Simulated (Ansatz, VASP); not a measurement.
# Rb: VASP beside Ansatz

The input INCAR:

```
SYSTEM = Rb
  PREC = Accurate
  ENCUT = 500
  EDIFF = 1E-6
  ISMEAR = -1
  SIGMA = 0.1
  LREAL = .FALSE.
  LASPH = .TRUE.
  NELM = 120
  ALGO = Normal
  ISIF = 2
  LWAVE = .FALSE.
  LCHARG = .FALSE.
  GGA = PE
  NBANDS = 26
  GGA_COMPAT = .FALSE.
```

File KPOINTS:

```
regular mesh
0
G
  8 8 3
  0 0 0
```

The input POSCAR:

```
Rb
1.0
    5.2309996972      0.0000000000      0.0000000000
   -2.6154998486      4.5301786250      0.0000000000
    0.0000000000      0.0000000000     17.2577269475
Rb
4
Direct
    1.0000000000      1.0000000000      0.0000000000
    0.0000000000      1.0000000000      0.5000000000
    0.3333333333      0.6666666667      0.2500000000
    0.6666666667      0.3333333333      0.7500000000
```

Input for Ansatz:

```yaml
crystal:
  lattice:
    - [5.2309996972, 0.0, 0.0]
    - [-2.6154998486, 4.530178625, 0.0]
    - [0.0, 0.0, 17.2577269475]
  atoms:
    - { symbol: Rb, position: [1.0, 1.0, 0.0] }
    - { symbol: Rb, position: [0.0, 1.0, 0.5] }
    - { symbol: Rb, position: [0.3333333333, 0.6666666667, 0.25] }
    - { symbol: Rb, position: [0.6666666667, 0.3333333333, 0.75] }
hamiltonian:
  xc: pbe
  pseudopotentials:
    kind: paw
    azcp:
      Rb: "pseudopotentials/Rb.paw.azcp"
basis:
  ecutwfc: 420
  fft_grid_basis: typed
kpoints:
  mp_grid: { grid: [8, 8, 3], shift: [0, 0, 0] }
magnetization:
  spin_polarized: false
scf:
  occupations: { method: fermi_dirac, width: 0.1 }
  lower_state_search: "off"
output:
  stress: true
```

Alike in both runs: task single point; functional PBE; k mesh 8 × 8 × 3; occupations fermi-dirac, width 0.1 eV; no spin polarisation.

|  | VASP | Ansatz |
| --- | --- | --- |
| version | VASP 6.6.1 | Ansatz 0.2.0 |
| potentials or method | VASP PAW PBE potentials, release 64 (Rb_sv), cutoff 500 eV | plane waves (420 eV) with PAW, scalar-relativistic |
| valence electrons in the cell | 36 | 36 |

|  | VASP | Ansatz | Ansatz less VASP |
| --- | --- | --- | --- |
| pressure (GPa) | -0.2 | -0.2 | 0.00 |

The functional is the same, so the differences come from potentials, cutoffs and numerics.
